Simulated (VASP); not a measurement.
# V (Im-3m) in VASP: further runs

V is run at these levels: PBEsol+D4, revPBE+D3(BJ); tasks: single point.

All numbers are computed with VASP 6.6.1; they aren't measurements. Logs are shortened: lines on timing, memory, paths and dates and some standing lists are left out, and cuts for length are marked.

## 1. The cell of the first run

The structure is cubic, space group Im-3m (No. 229). Conventional cell: a = 3.069 Å, b = 3.069 Å, c = 3.069 Å, α = 90.00°, β = 90.00°, γ = 90.00°. V (site symmetry m-3m) has 14 V at 2.66 to 3.07 Å within 3.5 Å.

## 2. Single point, PBEsol+D4, collinear spin, ferromagnetic start

Contents of INCAR:

```
SYSTEM = V
  PREC = Accurate
  ENCUT = 520
  EDIFF = 1E-6
  ISMEAR = -1
  SIGMA = 0.05
  LREAL = .FALSE.
  LASPH = .TRUE.
  NELM = 150
  ALGO = Normal
  ISIF = 2
  LWAVE = .FALSE.
  LCHARG = .FALSE.
  ISPIN = 2
  MAGMOM = 2
  LORBIT = 11
  LMAXMIX = 4
  GGA = PS
  IVDW = 13
  NBANDS = 16
```

Contents of KPOINTS:

```
Automatic mesh
0
G
  12 12 12
  0 0 0
```

Contents of POSCAR:

```
V
1.0
   -1.5342779432      1.5342779432      1.5342779432
    1.5342779432     -1.5342779432      1.5342779432
    1.5342779432      1.5342779432     -1.5342779432
V
1
Direct
    0.0000000000      0.0000000000      0.0000000000
```

Potentials or basis: VASP PAW PBE potentials, release 64 (V_sv).

On the command line:

```
$ cat potpaw_PBE.64/V_sv/POTCAR > POTCAR
$ mpirun -np 1 vasp_std > vasp.out
```

OUTCAR:

```text
SYSTEM = V
   PREC = Accurate
   ENCUT = 520
   EDIFF = 1E-6
   ISMEAR = -1
   LREAL = .FALSE.
   LASPH = .TRUE.
   NELM = 150
   ISIF = 2
   ISPIN = 2
   LORBIT = 11
   GGA = PS
   IVDW = 13

 ion  position               nearest neighbor table
   1  0.000  0.000  0.000-

  LATTYP: Found a body centered cubic cell.
 ALAT       =     3.0685558864

  Lattice vectors:

 A1 = (  -1.5342779432,   1.5342779432,   1.5342779432)
 A2 = (   1.5342779432,  -1.5342779432,   1.5342779432)
 A3 = (   1.5342779432,   1.5342779432,  -1.5342779432)

Analysis of symmetry for initial positions (statically):
=====================================================================
 Subroutine PRICEL returns:
 Original cell was already a primitive cell.

 Routine SETGRP: Setting up the symmetry group for a
 body centered cubic supercell.

 Subroutine GETGRP returns: Found 48 space group operations
 (whereof 48 operations were pure point group operations)
 out of a pool of 48 trial point group operations.

The static configuration has the point symmetry O_h .

Analysis of symmetry for dynamics (positions and initial velocities):
=====================================================================
 Subroutine PRICEL returns:
 Original cell was already a primitive cell.

 Routine SETGRP: Setting up the symmetry group for a
 body centered cubic supercell.

 Subroutine GETGRP returns: Found 48 space group operations
 (whereof 48 operations were pure point group operations)
 out of a pool of 48 trial point group operations.

The dynamic configuration has the point symmetry O_h .

Analysis of structural, dynamic, and magnetic symmetry:
=====================================================================
 Subroutine PRICEL returns:
 Original cell was already a primitive cell.

 Routine SETGRP: Setting up the symmetry group for a
 body centered cubic supercell.

 Subroutine GETGRP returns: Found 48 space group operations
 (whereof 48 operations were pure point group operations)
 out of a pool of 48 trial point group operations.

The overall configuration has the point symmetry O_h .

 Subroutine INISYM returns: Found 48 space group operations
 (whereof 48 operations are pure point group operations),
 and found     1 'primitive' translations

----------------------------------------------------------------------------------------

                                     Primitive cell

  volume of cell :      14.4468

  direct lattice vectors                    reciprocal lattice vectors
    -1.534277943  1.534277943  1.534277943     0.000000000  0.325886194  0.325886194
     1.534277943 -1.534277943  1.534277943     0.325886194  0.000000000  0.325886194
     1.534277943  1.534277943 -1.534277943     0.325886194  0.325886194  0.000000000

  length of vectors
     2.657447351  2.657447351  2.657447351     0.460872676  0.460872676  0.460872676

  position of ions in fractional coordinates (direct lattice)
     0.000000000  0.000000000  0.000000000

  ion indices of the primitive-cell ions
   primitive index   ion index
                 1           1

----------------------------------------------------------------------------------------

 KPOINTS: Automatic mesh

Automatic generation of k-mesh.
 Grid dimensions read from file:
 generate k-points for:   12   12   12

 Generating k-lattice:

  Cartesian coordinates                     Fractional coordinates (reciprocal lattice)
     0.000000000  0.027157183  0.027157183     0.083333333  0.000000000  0.000000000
     0.027157183  0.000000000  0.027157183     0.000000000  0.083333333  0.000000000
     0.027157183  0.027157183  0.000000000     0.000000000  0.000000000  0.083333333

  Length of vectors
     0.038406056  0.038406056  0.038406056

  Shift w.r.t. Gamma in fractional coordinates (k-lattice)
     0.000000000  0.000000000  0.000000000

 Subroutine IBZKPT returns following result:
 ===========================================

 Found     72 irreducible k-points:

 Following reciprocal coordinates:
            Coordinates               Weight
  0.000000  0.000000  0.000000      1.000000
  0.083333  0.000000  0.000000     12.000000
  0.166667  0.000000  0.000000     12.000000
  0.250000  0.000000  0.000000     12.000000
  0.333333  0.000000  0.000000     12.000000
  0.416667  0.000000  0.000000     12.000000
[... 16 lines left out ...]
  0.333333  0.083333  0.083333     24.000000
  0.416667  0.083333  0.083333     12.000000
 [... further k-points ...]
   k-points           NKPTS =     72   k-points in BZ     NKDIM =     72   number of bands    NBANDS=     16
   number of dos      NEDOS =    301   number of ions     NIONS =      1
   total plane-waves  NPLWV =   8000
   dimension x,y,z NGX =    20 NGY =   20 NGZ =   20
   dimension x,y,z NGXF=    40 NGYF=   40 NGZF=   40
   ions per type =               1
   NGX,Y,Z   is equivalent  to a cutoff of  12.51, 12.51, 12.51 a.u.
   NGXF,Y,Z  is equivalent  to a cutoff of  25.02, 25.02, 25.02 a.u.
 SYSTEM =  V
   PREC   = accura    normal or accurate (medium, high low for compatibility)
   ISTART =      0    job   : 0-new  1-cont  2-samecut
   ICHARG =      2    charge: 1-file 2-atom 10-const
   ISPIN  =      2    spin polarized calculation?
   LNONCOLLINEAR =      F non collinear calculations
   LSORBIT =      F    spin-orbit coupling
   LASPH  =      T    aspherical Exc in radial PAW
   ENCUT  =  520.0 eV  38.22 Ry    6.18 a.u.   4.94  4.94  4.94*2*pi/ulx,y,z
   NELM   =    150;   NELMIN=  2; NELMDL= -5     # of ELM steps
   EDIFF  = 0.1E-05   stopping-criterion for ELM
   LREAL  =      F    real-space projection
[... 7 lines left out ...]
   TEBEG  =    0.0;   TEEND  =   0.0 temperature during run
   PSTRESS=    0.0 pullay stress
   NELECT =      13.0000    total number of electrons
   NUPDOWN=      -1.0000    fix difference up-down
   EMIN   =  10.00;   EMAX   =-10.00  energy-range for DOS
   EFERMI =   0.00;   METHOD = LEGACY
   ISMEAR =    -1;   SIGMA  =   0.05  broadening in eV -4-tet -1-fermi 0-gaus
   EFERMI_NEDOS =   21; number of points for ismear=-14 and -15
   IALGO  =     38    algorithm
   IMIX   =      4    mixing-type and parameters
     AMIX     =   0.40;   BMIX     =  1.00
     AMIX_MAG =   1.60;   BMIX_MAG =  1.00
  volume/ion in A,a.u.               =      14.45        97.49
  Fermi-wavevector in a.u.,A,eV,Ry     =   1.580515  2.986740 33.987723  2.498027
  Thomas-Fermi vector in A             =   2.680731
   LORBIT       =     11    0 simple, 1 ext, 2 COOP (PROOUT), +10 PAW based schemes
   GGA     = PS    functional components
   LHFCALC =     F    Hartree Fock is set to
   AEXX    =    0.0000 exact exchange contribution
   IVDW    =    13    specifies the selected vdW correction
   LEPSILON=     F    determine dielectric tensor
   LRPA    =     F    only Hartree local field effects (RPA)
 spin polarized calculation
  energy-cutoff  :      520.00
  volume of cell :       14.45
 maximum number of plane-waves:       402
   NGX =  9   NGY =  9   NGZ =  9

 number of electron      13.0000007 magnetization       0.0001549

 Free energy of the ion-electron system (eV)
  ---------------------------------------------------
  ext. energy  EPLUGINS =         0.00000000
  ---------------------------------------------------
  free energy    TOTEN  =        -9.54989364 eV

  energy without entropy =       -9.53151309  energy(sigma->0) =       -9.54070337

 E-fermi :   8.7157     XC(G=0): -12.6775

 val. band max:        8.7091512916   @ k =   0.2500   0.0000   0.0000
 cond. band min:       8.7246254530   @ k =  -0.4167   0.5000   0.1667
 fundamental gap:      0.0154741614
 Fermi energy:         8.7156835799

 spin component 1

 k-point     1 :       0.0000    0.0000    0.0000
  band No.  band energies     occupation
      1     -54.8428      1.00000
      2     -28.3461      1.00000
      3     -28.3461      1.00000
      4     -28.3461      1.00000
      5       2.2840      1.00000
      6       9.1153      0.00034
[... 8 lines left out ...]
     15      35.1341      0.00000
     16      38.8052      0.00000

 k-point     2 :       0.0833    0.0000    0.0000
  band No.  band energies     occupation
      1     -54.8327      1.00000
      2     -28.3967      1.00000
      3     -28.3618      1.00000
      4     -28.3463      1.00000
      5       2.5464      1.00000
      6       9.0088      0.00283
[... 8 lines left out ...]
     15      35.4792      0.00000
     16      36.4269      0.00000

 k-point     3 :       0.1667    0.0000    0.0000
  band No.  band energies     occupation
      1     -54.8051      1.00000
      2     -28.5337      1.00000
      3     -28.4046      1.00000
      4     -28.3471      1.00000
      5       3.2877      1.00000
      6       8.7288      0.43475
[... 8 lines left out ...]
     15      33.8603      0.00000
     16      34.4905      0.00000

 k-point     4 :       0.2500    0.0000    0.0000
  band No.  band energies     occupation
      1     -54.7671      1.00000
      2     -28.7174      1.00000
      3     -28.4626      1.00000
      4     -28.3482      1.00000
      5       4.3393      1.00000
      6       8.3689      0.99903
[... 8 lines left out ...]
     15      33.7416      0.00000
     16      34.9248      0.00000
[... 324 lines left out ...]
 k-point    22 :       0.2500    0.0833    0.0833
  band No.  band energies     occupation
      1     -54.7217      1.00000
      2     -28.9026      1.00000
      3     -28.5244      1.00000
      4     -28.3922      1.00000
      5       5.7556      1.00000
      6       7.8992      1.00000
[... 8 lines left out ...]
     15      36.5669      0.00000
     16      37.7412      0.00000

 k-point    23 :       0.3333    0.0833    0.0833
  band No.  band energies     occupation
      1     -54.6968      1.00000
      2     -28.9926      1.00000
      3     -28.5861      1.00000
      4     -28.3958      1.00000
      5       6.1454      1.00000
      6       7.6964      1.00000
[... 8 lines left out ...]
     15      36.4559      0.00000
     16      37.7642      0.00000

 k-point    24 :       0.4167    0.0833    0.0833
  band No.  band energies     occupation
      1     -54.6877      1.00000
      2     -29.0245      1.00000
      3     -28.6095      1.00000
      4     -28.3971      1.00000
      5       6.1809      1.00000
      6       7.6264      1.00000
[... 8 lines left out ...]
     15      36.6033      0.00000
     16      37.2845      0.00000

 [... further k-points ...]

 spin component 2

 k-point     1 :       0.0000    0.0000    0.0000
  band No.  band energies     occupation
      1     -54.8427      1.00000
      2     -28.3459      1.00000
      3     -28.3459      1.00000
      4     -28.3459      1.00000
      5       2.2841      1.00000
      6       9.1154      0.00034
[... 8 lines left out ...]
     15      35.1342      0.00000
     16      38.8053      0.00000

 k-point     2 :       0.0833    0.0000    0.0000
  band No.  band energies     occupation
      1     -54.8326      1.00000
      2     -28.3966      1.00000
      3     -28.3617      1.00000
      4     -28.3462      1.00000
      5       2.5465      1.00000
      6       9.0090      0.00283
[... 8 lines left out ...]
     15      35.4793      0.00000
     16      36.4270      0.00000

 k-point     3 :       0.1667    0.0000    0.0000
  band No.  band energies     occupation
      1     -54.8050      1.00000
      2     -28.5335      1.00000
      3     -28.4044      1.00000
      4     -28.3470      1.00000
      5       3.2878      1.00000
      6       8.7290      0.43405
[... 8 lines left out ...]
     15      33.8604      0.00000
     16      34.4906      0.00000

 k-point     4 :       0.2500    0.0000    0.0000
  band No.  band energies     occupation
      1     -54.7670      1.00000
      2     -28.7173      1.00000
      3     -28.4624      1.00000
      4     -28.3480      1.00000
      5       4.3393      1.00000
      6       8.3691      0.99903
[... 8 lines left out ...]
     15      33.7417      0.00000
     16      34.9248      0.00000
[... 324 lines left out ...]
 k-point    22 :       0.2500    0.0833    0.0833
  band No.  band energies     occupation
      1     -54.7216      1.00000
      2     -28.9024      1.00000
      3     -28.5243      1.00000
      4     -28.3921      1.00000
      5       5.7557      1.00000
      6       7.8994      1.00000
[... 8 lines left out ...]
     15      36.5671      0.00000
     16      37.7413      0.00000

 k-point    23 :       0.3333    0.0833    0.0833
  band No.  band energies     occupation
      1     -54.6967      1.00000
      2     -28.9925      1.00000
      3     -28.5860      1.00000
      4     -28.3957      1.00000
      5       6.1455      1.00000
      6       7.6966      1.00000
[... 8 lines left out ...]
     15      36.4560      0.00000
     16      37.7643      0.00000

 k-point    24 :       0.4167    0.0833    0.0833
  band No.  band energies     occupation
      1     -54.6876      1.00000
      2     -29.0243      1.00000
      3     -28.6094      1.00000
      4     -28.3970      1.00000
      5       6.1810      1.00000
      6       7.6265      1.00000
[... 8 lines left out ...]
     15      36.6034      0.00000
     16      37.2846      0.00000

 [... further k-points ...]

------------------------ aborting loop because EDIFF is reached ----------------------------------------

  DFT-D4 for vdW energy calculation

  Edisp (eV):   -0.17759

  FORCE on cell =-STRESS in cart. coord.  units (eV):
  Direction    XX          YY          ZZ          XY          YZ          ZX
  --------------------------------------------------------------------------------------
  -------------------------------------------------------------------------------------
  Total      -1.72005    -1.72005    -1.72005     0.00000    -0.00000     0.00000
  in kB    -190.75681  -190.75681  -190.75681     0.00000    -0.00000     0.00000
  external pressure =     -190.76 kB  Pullay stress =        0.00 kB

 VOLUME and BASIS-vectors are now :
 -----------------------------------------------------------------------------
  energy-cutoff  :      520.00
  volume of cell :       14.45
      direct lattice vectors                 reciprocal lattice vectors
    -1.534277943  1.534277943  1.534277943     0.000000000  0.325886194  0.325886194
     1.534277943 -1.534277943  1.534277943     0.325886194  0.000000000  0.325886194
     1.534277943  1.534277943 -1.534277943     0.325886194  0.325886194  0.000000000

 POSITION                                       TOTAL-FORCE (eV/Angst)
 -----------------------------------------------------------------------------------
      0.00000      0.00000      0.00000         0.000000      0.000000      0.000000
 -----------------------------------------------------------------------------------
    total drift:                                0.000000      0.000000      0.000000

  FREE ENERGIE OF THE ION-ELECTRON SYSTEM (eV)
  ---------------------------------------------------
  free  energy   TOTEN  =        -9.7274863227 eV

  energy  without entropy=       -9.7091057765  energy(sigma->0) =       -9.71829605

 total charge

# of ion       s       p       d       tot
------------------------------------------
    1        2.323   6.201   3.019  11.543

 magnetization (x)

# of ion       s       p       d       tot
------------------------------------------
    1        0.000   0.000   0.000   0.000
```

Wall time 18 s (1 thread of Intel Xeon 6975P-C (Granite Rapids), shared host); peak memory 0.15 GiB.

What came out:

- Free energy: -9.7275 eV
- Pressure: -19.1 GPa
- Net moment: 0.00 μB per cell
- Valence electrons inside the program's atomic spheres: V 11.54
- Dispersion energy per atom: -0.178 eV

Caveat: the PAW data sets were made with another functional, which shifts forces and pressure a little; pairwise dispersion overbinds metals, which lowers pressure and volume.

[end of part 1 of 2]
